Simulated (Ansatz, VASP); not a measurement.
**TiSi2: VASP beside Ansatz**

```xyz
6
Lattice="0.0000 4.0619 4.2053 2.3572 0.0000 4.2053 2.3572 4.0619 0.0000" Properties=species:S:1:pos:R:3 pbc="T T T"
Ti    3.5358    6.0928    6.3079
Ti    2.3572    4.0619    4.2053
Si    1.1786    3.3516    2.1026
Si    1.1786    0.7103    2.1026
Si    2.3572    1.3206    4.2053
Si    2.3572    6.8031    4.2053
```

Change from the starting cell: volume scaled by 0.96.

Alike in both runs: task single point; functional PBE; k mesh 7 × 7 × 7; occupations fermi-dirac, width 0.05 eV; no spin polarisation.

|  | VASP | Ansatz |
| --- | --- | --- |
| version | VASP 6.6.1 | Ansatz 0.2.0 |
| potentials or method | VASP PAW PBE potentials, release 64 (Ti_sv, Si), cutoff 520 eV | all-electron LAPW, scalar-relativistic |

Ansatz gave:

```
gap on the k mesh at the Fermi level (eV)                     : none
pressure (GPa)                                                : 8.8
traceless stress, the component that is largest in VASP (GPa) : -2.40
rms of the force components (eV/Å)                            : 0.022
```

**Question.** Estimate VASP's values.

**Answer.** gap on the k mesh at the Fermi level (eV): none; pressure (GPa): 8.8; traceless stress, the component that is largest in VASP (GPa): -2.38; rms of the force components (eV/Å): 0.021.

Atom by atom the forces differ by 0.000 eV/Å (rms over components). A gap of «none» marks a metal or a gap that the smearing closes. Ansatz ran all-electron here, and VASP with PAW potentials.
